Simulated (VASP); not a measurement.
A run of VASP 6.6.1:

INCAR

```
  PREC = Accurate
  ENCUT = 520
  EDIFF = 1E-6
  ISMEAR = 0
  SIGMA = 0.05
  LREAL = False
  LASPH = True
  NELM = 200
  ALGO = Normal
  ISIF = 2
  LWAVE = False
  LCHARG = False
  ISPIN = 2
  MAGMOM = 0 0 0 0 0 0 2
  LORBIT = 11
  LDIPOL = True
  IDIPOL = 3
  DIPOL = 0.5 0.5 0.325
  GGA = PE
  NBANDS = 43
  GGA_COMPAT = False
  NELMDL = -8
  KPAR = 4
```

The input KPOINTS:

```
Automatic mesh
0
Gamma
  7 5 1
```

The input POSCAR:

```
Ga3As3O
1.0
    4.0629609251      0.0000000000      0.0000000000
    0.0000000000      5.7458944437      0.0000000000
    0.0000000000      0.0000000000     19.8924416078
Ga As O
3 3 1
Direct
    0.5000000000      0.5000000000      0.2010813996
    0.0000000000      0.0635976529      0.3146195102
    0.5000000000      0.4877931194      0.3796180525
    0.0000000000      0.2500000000      0.2010813996
    0.5000000000      0.8095618192      0.2945553866
    0.0000000000      0.2894088168      0.4218909761
    0.3333333333      0.4560754834      0.4648865444
```

Potentials or basis: VASP PAW PBE potentials, release 64 (Ga_d, As, O).

Run with:

```console
$ cat potpaw_PBE.64/Ga_d/POTCAR potpaw_PBE.64/As/POTCAR potpaw_PBE.64/O/POTCAR > POTCAR
$ mpirun -np 4 vasp_std > vasp.out
```

Hardware: 4 MPI ranks on Intel(R) Xeon(R) Platinum 8375C CPU @ 2.90GHz (Ice Lake), on a shared host.

Problem. Estimate the wall time of this run.

Solution. Run time: 7.1 min on 4 MPI ranks on Intel(R) Xeon(R) Platinum 8375C CPU @ 2.90GHz (Ice Lake), on a shared host, peak memory 1 GiB a rank. Counts: scf iterations 30, k points 18.
